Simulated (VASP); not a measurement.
Fe, 1 atom in the cell. The structure is cubic, space group Im-3m (No. 229). Conventional cell: a = 2.750 Å, b = 2.750 Å, c = 2.750 Å, α = 90.00°, β = 90.00°, γ = 90.00°. Fe (site symmetry m-3m) has 14 Fe at 2.38 to 2.75 Å within 3.1 Å. 

```yaml
Program: VASP 6.6.1
Task: single point
Functional: PBEsol
Potentials_or_basis: VASP PAW PBE potentials, release 64 (Fe)
Cutoff: 520 eV
k_mesh: 26 × 26 × 26
Occupations: fermi-dirac, width 0.05 eV
Spin: collinear spin, ferromagnetic start
Starting_moments: "[2.132] μB"
Dipole_correction: no
Further_INCAR_settings: ALGO = Normal; EDIFF = 1e-06; NBANDS = 14
```

Potentials or basis: VASP PAW PBE potentials, release 64 (Fe).

Command:

```sh
$ cat potpaw_PBE.64/Fe/POTCAR > POTCAR
$ mpirun -np 1 vasp_std > vasp.out
```

Hardware: 1 thread of Intel(R) Xeon(R) 6975P-C (Granite Rapids), with other jobs on the host.

Problem. How long does it take, and how much memory?

Solution. Wall time 52 s on 1 thread of Intel(R) Xeon(R) 6975P-C (Granite Rapids) (shared host), peak memory 0.22 GiB. Counts: scf iterations 13, k points 511.
